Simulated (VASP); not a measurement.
# Pt (Fm-3m) in VASP: further runs

The runs below take Pt through single point, relaxation of cell and atoms, with LDA.

Everything below comes from runs of VASP 6.6.1. Logs are shortened: lines on timing, memory, paths and dates and some standing lists are left out, and cuts for length are marked.

## (1) The cell of the first run

Symmetry: Fm-3m, No. 225, cubic system. The conventional cell has a = 3.894 Å, b = 3.894 Å, c = 3.894 Å, α = 90.00°, β = 90.00°, γ = 90.00°. Within 3.6 Å of Pt (site symmetry m-3m) lie 12 Pt at 2.75 Å.

## (2) Single point, LDA

The input, INCAR:

```
PREC = Accurate
ENCUT = 520
EDIFF = 1E-6
ISMEAR = 1
SIGMA = 0.05
LREAL = False
LASPH = True
NELM = 100
ALGO = Normal
ISIF = 2
LWAVE = False
LCHARG = False
GGA = CA
NBANDS = 11
```

The input, KPOINTS:

```
regular mesh
0
Gamma
  10 10 10
```

The input, POSCAR:

```
Pt
1.0
    0.0000000000      1.9469596560      1.9469596560
    1.9469596560      0.0000000000      1.9469596560
    1.9469596560      1.9469596560      0.0000000000
Pt
1
Direct
    0.0000000000      0.0000000000      0.0000000000
```

Potentials or basis: VASP PAW LDA potentials, release 64 (Pt).

Run with:

```
cat potpaw_LDA.64/Pt/POTCAR > POTCAR
mpirun -np 1 vasp_std > vasp.out
```

OUTCAR:

```text
PREC = Accurate
   ENCUT = 520
   EDIFF = 1E-6
   ISMEAR = 1
   LREAL = False
   LASPH = True
   NELM = 100
   ISIF = 2
   GGA = CA

 ion  position               nearest neighbor table
   1  0.000  0.000  0.000-

  LATTYP: Found a face centered cubic cell.
 ALAT       =     3.8939193120

  Lattice vectors:

 A1 = (   0.0000000000,   1.9469596560,   1.9469596560)
 A2 = (   1.9469596560,   0.0000000000,   1.9469596560)
 A3 = (   1.9469596560,   1.9469596560,   0.0000000000)

Analysis of symmetry for initial positions (statically):
=====================================================================
 Subroutine PRICEL returns:
 Original cell was already a primitive cell.

 Routine SETGRP: Setting up the symmetry group for a
 face centered cubic supercell.

 Subroutine GETGRP returns: Found 48 space group operations
 (whereof 48 operations were pure point group operations)
 out of a pool of 48 trial point group operations.

The static configuration has the point symmetry O_h .

Analysis of symmetry for dynamics (positions and initial velocities):
=====================================================================
 Subroutine PRICEL returns:
 Original cell was already a primitive cell.

 Routine SETGRP: Setting up the symmetry group for a
 face centered cubic supercell.

 Subroutine GETGRP returns: Found 48 space group operations
 (whereof 48 operations were pure point group operations)
 out of a pool of 48 trial point group operations.

The dynamic configuration has the point symmetry O_h .

 Subroutine INISYM returns: Found 48 space group operations
 (whereof 48 operations are pure point group operations),
 and found     1 'primitive' translations

----------------------------------------------------------------------------------------

                                     Primitive cell

  volume of cell :      14.7605

  direct lattice vectors                    reciprocal lattice vectors
     0.000000000  1.946959656  1.946959656    -0.256810663  0.256810663  0.256810663
     1.946959656  0.000000000  1.946959656     0.256810663 -0.256810663  0.256810663
     1.946959656  1.946959656  0.000000000     0.256810663  0.256810663 -0.256810663

  length of vectors
     2.753416751  2.753416751  2.753416751     0.444809116  0.444809116  0.444809116

  position of ions in fractional coordinates (direct lattice)
     0.000000000  0.000000000  0.000000000

  ion indices of the primitive-cell ions
   primitive index   ion index
                 1           1

----------------------------------------------------------------------------------------

 KPOINTS: regular mesh

Automatic generation of k-mesh.
 Grid dimensions read from file:
 generate k-points for:   10   10   10

 Generating k-lattice:

  Cartesian coordinates                     Fractional coordinates (reciprocal lattice)
    -0.025681066  0.025681066  0.025681066     0.100000000  0.000000000  0.000000000
     0.025681066 -0.025681066  0.025681066     0.000000000  0.100000000  0.000000000
     0.025681066  0.025681066 -0.025681066     0.000000000  0.000000000  0.100000000

  Length of vectors
     0.044480912  0.044480912  0.044480912

  Shift w.r.t. Gamma in fractional coordinates (k-lattice)
     0.000000000  0.000000000  0.000000000

 Subroutine IBZKPT returns following result:
 ===========================================

 Found     47 irreducible k-points:

 Following reciprocal coordinates:
            Coordinates               Weight
  0.000000  0.000000  0.000000      1.000000
  0.100000  0.000000  0.000000      8.000000
  0.200000  0.000000  0.000000      8.000000
  0.300000  0.000000  0.000000      8.000000
  0.400000  0.000000  0.000000      8.000000
  0.500000  0.000000  0.000000      4.000000
[... 16 lines left out ...]
  0.300000  0.300000  0.000000      6.000000
  0.400000  0.300000  0.000000     24.000000
 [... further k-points ...]
   k-points           NKPTS =     47   k-points in BZ     NKDIM =     47   number of bands    NBANDS=     11
   number of dos      NEDOS =    301   number of ions     NIONS =      1
   total plane-waves  NPLWV =   8000
   dimension x,y,z NGX =    20 NGY =   20 NGZ =   20
   dimension x,y,z NGXF=    40 NGYF=   40 NGZF=   40
   ions per type =               1
   NGX,Y,Z   is equivalent  to a cutoff of  12.08, 12.08, 12.08 a.u.
   NGXF,Y,Z  is equivalent  to a cutoff of  24.15, 24.15, 24.15 a.u.
 SYSTEM =  unknown system
   PREC   = accura    normal or accurate (medium, high low for compatibility)
   ISTART =      0    job   : 0-new  1-cont  2-samecut
   ICHARG =      2    charge: 1-file 2-atom 10-const
   ISPIN  =      1    spin polarized calculation?
   LNONCOLLINEAR =      F non collinear calculations
   LSORBIT =      F    spin-orbit coupling
   LASPH  =      T    aspherical Exc in radial PAW
   ENCUT  =  520.0 eV  38.22 Ry    6.18 a.u.   5.12  5.12  5.12*2*pi/ulx,y,z
   NELM   =    100;   NELMIN=  2; NELMDL= -5     # of ELM steps
   EDIFF  = 0.1E-05   stopping-criterion for ELM
   LREAL  =      F    real-space projection
[... 7 lines left out ...]
   TEBEG  =    0.0;   TEEND  =   0.0 temperature during run
   PSTRESS=    0.0 pullay stress
   NELECT =      10.0000    total number of electrons
   NUPDOWN=      -1.0000    fix difference up-down
   EMIN   =  10.00;   EMAX   =-10.00  energy-range for DOS
   EFERMI =   0.00;   METHOD = LEGACY
   ISMEAR =     1;   SIGMA  =   0.05  broadening in eV -4-tet -1-fermi 0-gaus
   EFERMI_NEDOS =   21; number of points for ismear=-14 and -15
   IALGO  =     38    algorithm
   IMIX   =      4    mixing-type and parameters
     AMIX     =   0.40;   BMIX     =  1.00
     AMIX_MAG =   1.60;   BMIX_MAG =  1.00
  volume/ion in A,a.u.               =      14.76        99.61
  Fermi-wavevector in a.u.,A,eV,Ry     =   1.437831  2.717107 28.128118  2.067358
  Thomas-Fermi vector in A             =   2.556865
   LORBIT       =      0    0 simple, 1 ext, 2 COOP (PROOUT), +10 PAW based schemes
   GGA     = CA    functional components
   LHFCALC =     F    Hartree Fock is set to
   AEXX    =    0.0000 exact exchange contribution
   IVDW    =     0    specifies the selected vdW correction
   LEPSILON=     F    determine dielectric tensor
   LRPA    =     F    only Hartree local field effects (RPA)
 non-spin polarized calculation
 Methfessel and Paxton  Order N= 1 SIGMA  =   0.05
  energy-cutoff  :      520.00
  volume of cell :       14.76
 maximum number of plane-waves:       411
   NGX = 11   NGY = 11   NGZ = 11

 number of electron      10.0000000 magnetization

 Free energy of the ion-electron system (eV)
  ---------------------------------------------------
  ext. energy  EPLUGINS =         0.00000000
  ---------------------------------------------------
  free energy    TOTEN  =        -7.49115318 eV

  energy without entropy =       -7.49132017  energy(sigma->0) =       -7.49120885

 E-fermi :  11.5930     XC(G=0): -13.8122

 val. band max:       11.5151536286   @ k =   0.4000   0.3000   0.0000
 cond. band min:      11.5952853061   @ k =   0.5000   0.5000   0.0000
 fundamental gap:      0.0801316775
 Fermi energy:        11.5929530231

 k-point     1 :       0.0000    0.0000    0.0000
  band No.  band energies     occupation
      1       1.0734      2.00000
      2       7.6115      2.00000
      3       7.6115      2.00000
      4       7.6115      2.00000
      5       9.8813      2.00000
      6       9.8813      2.00000
      7      26.1202      0.00000
      8      31.1631      0.00000
      9      31.1631      0.00000
     10      31.1631      0.00000
     11      36.6944      0.00000

 k-point     2 :       0.1000    0.0000    0.0000
  band No.  band energies     occupation
      1       1.4790      2.00000
      2       7.4374      2.00000
      3       7.7673      2.00000
      4       7.7673      2.00000
      5       9.7996      2.00000
      6       9.7996      2.00000
      7      26.7476      0.00000
      8      29.4190      0.00000
      9      31.8004      0.00000
     10      31.8004      0.00000
     11      38.3450      0.00000

 k-point     3 :       0.2000    0.0000    0.0000
  band No.  band energies     occupation
      1       2.5468      2.00000
      2       7.1788      2.00000
      3       8.0092      2.00000
      4       8.0092      2.00000
      5       9.8257      2.00000
      6       9.8257      2.00000
      7      26.5439      0.00000
      8      27.9335      0.00000
      9      33.5086      0.00000
     10      33.5086      0.00000
     11      35.7976      0.00000

 k-point     4 :       0.3000    0.0000    0.0000
  band No.  band energies     occupation
      1       3.6258      2.00000
      2       7.6540      2.00000
      3       7.9088      2.00000
      4       7.9088      2.00000
      5      10.4232      2.00000
      6      10.4232      2.00000
      7      23.2511      0.00000
      8      27.4395      0.00000
      9      33.9720      0.00000
     10      33.9720      0.00000
     11      35.8757      0.00000
[... 239 lines left out ...]
 k-point    22 :      -0.2000    0.2000    0.0000
  band No.  band energies     occupation
      1       4.5201      2.00000
      2       6.6305      2.00000
      3       7.6569      2.00000
      4       8.8635      2.00000
      5       9.0637      2.00000
      6      11.9889     -0.00000
      7      24.4023      0.00000
      8      27.1624      0.00000
      9      29.9681      0.00000
     10      32.3088      0.00000
     11      35.8745      0.00000

 k-point    23 :       0.3000    0.3000    0.0000
  band No.  band energies     occupation
      1       4.4176      2.00000
      2       5.5381      2.00000
      3       8.7540      2.00000
      4      10.0074      2.00000
      5      10.0074      2.00000
      6      10.9515      2.00000
      7      27.2181      0.00000
      8      27.2181      0.00000
      9      28.4731      0.00000
     10      30.9254      0.00000
     11      32.0989      0.00000

 k-point    24 :       0.4000    0.3000    0.0000
  band No.  band energies     occupation
      1       4.7223      2.00000
      2       5.3478      2.00000
      3       8.8336      2.00000
      4      10.1977      2.00000
      5      11.5152      2.05020
      6      11.7770     -0.00000
      7      23.6700      0.00000
      8      25.9900      0.00000
      9      26.5909      0.00000
     10      31.7319      0.00000
     11      33.9045      0.00000

 [... further k-points ...]

------------------------ aborting loop because EDIFF is reached ----------------------------------------

  FORCE on cell =-STRESS in cart. coord.  units (eV):
  Direction    XX          YY          ZZ          XY          YZ          ZX
  --------------------------------------------------------------------------------------
  -------------------------------------------------------------------------------------
  Total        0.0736001      0.0736001      0.0736001      0.0000000      0.0000000     -0.0000000
  in kB        7.9889224      7.9889224      7.9889224      0.0000000      0.0000000     -0.0000000
  external PRESSURE =       7.9889224 kB  Pullay stress =       0.0000000 kB

 VOLUME and BASIS-vectors are now :
 -----------------------------------------------------------------------------
  energy-cutoff  :      520.00
  volume of cell :       14.76
      direct lattice vectors                 reciprocal lattice vectors
     0.000000000  1.946959656  1.946959656    -0.256810663  0.256810663  0.256810663
     1.946959656  0.000000000  1.946959656     0.256810663 -0.256810663  0.256810663
     1.946959656  1.946959656  0.000000000     0.256810663  0.256810663 -0.256810663

 POSITION                                       TOTAL-FORCE (eV/Angst)
 -----------------------------------------------------------------------------------
      0.00000      0.00000      0.00000         0.000000      0.000000      0.000000
 -----------------------------------------------------------------------------------
    total drift:                                0.000000      0.000000      0.000000

  FREE ENERGIE OF THE ION-ELECTRON SYSTEM (eV)
  ---------------------------------------------------
  free  energy   TOTEN  =        -7.4911531828 eV

  energy  without entropy=       -7.4913201734  energy(sigma->0) =       -7.49120885
```

Run time: 5.2 s. Hardware: 1 thread of Intel Xeon 8259CL, shared host; peak memory 0.12 GiB.

Results:

* Free energy: -7.4912 eV
* Pressure: 0.8 GPa
* Band gap on the k mesh: zero (band 5 reaches 12.08 eV, above the bottom of band 6 at 9.80 eV)

Levels at points of the mesh, in eV from the Fermi level:
```
           k point  band 3  band 4  band 5  band 6  band 7  band 8
(0.00, 0.00, 0.00)   -3.98   -3.98   -1.71   -1.71   14.53   19.57
(0.50, 0.00, 0.00)   -4.04   -0.60    0.02    0.02    5.97   14.10
(0.50, 0.50, 0.00)    0.00    0.49    0.49    1.69    9.08   11.38
```

Caveat: spin-orbit coupling is left out, which moves the levels of the heavy elements.

## (3) Relaxation of cell and atoms, LDA

This run uses another cell than the first one, of 15.08 Å³/atom, 1.022 times its volume.

The input, INCAR:

```
ALGO     = Normal         # electronic algorithm
EDIFF    = 1E-6           # SCF threshold, eV
EDIFFG   = -0.01          # ionic threshold
ENCUT    = 600            # plane-wave cutoff, eV
GGA      = CA             # functional
IBRION   = 2              # ionic algorithm
ISIF     = 3              # what is computed and relaxed
ISMEAR   = 1              # smearing method
LASPH    = True           # aspherical terms in the spheres
LCHARG   = False          # write CHGCAR
LREAL    = False          # projectors in reciprocal space
LWAVE    = False          # write WAVECAR
NELM     = 80             # most SCF steps
NSW      = 80             # ionic steps
PREC     = Accurate       # precision mode
SIGMA    = 0.05           # smearing width, eV
```

The input, KPOINTS:

```
k-points
0
Gamma
  10 10 10
```

The input, POSCAR:

```
Pt
1.0
    0.0000000000      1.9609000000      1.9609000000
    1.9609000000      0.0000000000      1.9609000000
    1.9609000000      1.9609000000      0.0000000000
Pt
1
Direct
    0.0000000000      0.0000000000      0.0000000000
```

Potentials or basis: VASP PAW LDA potentials, release 64 (Pt).

Run with:

```
cat potpaw_LDA.64/Pt/POTCAR > POTCAR
mpirun -np 1 vasp_std > vasp.out
```

OUTCAR:

```text
EDIFF = 1E-6
   EDIFFG = -0.01
   ENCUT = 600
   GGA = CA
   IBRION = 2
   ISIF = 3
   ISMEAR = 1
   LASPH = True
   LREAL = False
   NELM = 80
   NSW = 80
   PREC = Accurate

 ion  position               nearest neighbor table
   1  0.000  0.000  0.000-

  LATTYP: Found a face centered cubic cell.
 ALAT       =     3.9218000000

  Lattice vectors:

 A1 = (   0.0000000000,   1.9609000000,   1.9609000000)
 A2 = (   1.9609000000,   0.0000000000,   1.9609000000)
 A3 = (   1.9609000000,   1.9609000000,   0.0000000000)

Analysis of symmetry for initial positions (statically):
=====================================================================
 Subroutine PRICEL returns:
 Original cell was already a primitive cell.

 Routine SETGRP: Setting up the symmetry group for a
[... 289 lines left out ...]

 k-point     1 :       0.0000    0.0000    0.0000
  band No.  band energies     occupation
      1       1.0480      2.00000
      2       7.5710      2.00000
      3       7.5710      2.00000
      4       7.5710      2.00000
      5       9.8300      2.00000
      6       9.8300      2.00000
      7      26.0708      0.00000
      8      31.0967      0.00000
      9      31.0967      0.00000
[... 265 lines left out ...]
 k-point    24 :       0.4000    0.3000    0.0000
  band No.  band energies     occupation
      1       4.6930      2.00000
      2       5.3177      2.00000
      3       8.7879      2.00000
      4      10.1455      2.00000
      5      11.4556      2.05129
      6      11.7187     -0.00000
      7      23.5892      0.00000
      8      25.9103      0.00000
      9      26.5015      0.00000

 [... further k-points ...]

------------------------ aborting loop because EDIFF is reached ----------------------------------------

  FORCE on cell =-STRESS in cart. coord.  units (eV):
  Direction    XX          YY          ZZ          XY          YZ          ZX
  --------------------------------------------------------------------------------------
  -------------------------------------------------------------------------------------
  Total       -0.0008629     -0.0008629     -0.0008629     -0.0000000     -0.0000000     -0.0000000
  in kB       -0.0933875     -0.0933875     -0.0933875     -0.0000000     -0.0000000     -0.0000000
  external PRESSURE =      -0.0933875 kB  Pullay stress =       0.0000000 kB
[... 16 lines left out ...]
  FREE ENERGIE OF THE ION-ELECTRON SYSTEM (eV)
  ---------------------------------------------------
  free  energy   TOTEN  =        -7.4914071724 eV

  energy  without entropy=       -7.4915806273  energy(sigma->0) =       -7.49146499

 reached required accuracy - stopping structural energy minimisation
```

OSZICAR:

```text
N       E                     dE             d eps       ncg     rms          rms(c)
DAV:   1     0.414284690264E+02    0.41428E+02   -0.59643E+03   854   0.118E+03
DAV:   2    -0.736496125464E+01   -0.48793E+02   -0.46955E+02   875   0.203E+02
DAV:   3    -0.791753403132E+01   -0.55257E+00   -0.53911E+00   993   0.217E+01
DAV:   4    -0.791939210653E+01   -0.18581E-02   -0.18580E-02   992   0.131E+00
[... 25 lines left out ...]
   3 F= -.74914047E+01 E0= -.74914628E+01  d E =-.476706E-02
       N       E                     dE             d eps       ncg     rms          rms(c)
DAV:   1    -0.749141996238E+01   -0.15354E-04   -0.30826E-04   867   0.190E-01    0.261E-02
DAV:   2    -0.749140793000E+01    0.12032E-04   -0.35649E-05   849   0.537E-02    0.104E-02
DAV:   3    -0.749140717245E+01    0.75755E-06   -0.37928E-06   514   0.165E-02
   4 F= -.74914072E+01 E0= -.74914650E+01  d E =-.476957E-02
```

CONTCAR:

```text
Pt
   1.00000000000000
    -0.0000000000000000    1.9488738648330795    1.9488738648330795
     1.9488738648330795    0.0000000000000000    1.9488738648330795
     1.9488738648330795    1.9488738648330795    0.0000000000000000
  Pt
     1
Direct
     0.0000000000000000    0.0000000000000000    1.0000000000000000

  0.00000000E+00  0.00000000E+00  0.00000000E+00
```

Wall time 19 s (1 thread of Intel Xeon 8259CL, shared host); peak memory 0.15 GiB.

Results:

```
Free energy                            : -7.4914 eV
Relaxed volume                         : 14.80 Å³/atom
Relaxed cell                           : a = 2.756 Å, b = 2.756 Å, c = 2.756 Å, α = 60.00°, β = 60.00°, γ = 60.00°
Space group after relaxing (to 0.05 Å) : Fm-3m (No. 225)
Energy gained by relaxing              : 4.8 meV/atom
Ionic steps                            : 4
Pressure after relaxing                : 0.0 GPa
Band gap on the k mesh                 : zero (band 5 reaches 12.02 eV, above the bottom of band 6 at 9.75 eV)
```

Step by step:
```tsv
step	energy change (eV)	largest force (eV/Å)	pressure (GPa)	volume (Å³)
1	0.0000	0.0000	-5.43	15.08
2	0.0434	0.0000	20.17	13.99
3	-0.0048	0.0000	-0.13	14.81
4	-0.0048	0.0000	-0.01	14.80
```

Final structure:
```xyz
1
Lattice="0.0000 1.9489 1.9489 1.9489 0.0000 1.9489 1.9489 1.9489 0.0000" Properties=species:S:1:pos:R:3 pbc="T T T"
Pt    1.9489    1.9489    0.0000
```

Caveat: spin-orbit coupling is left out, which moves the levels of the heavy elements.
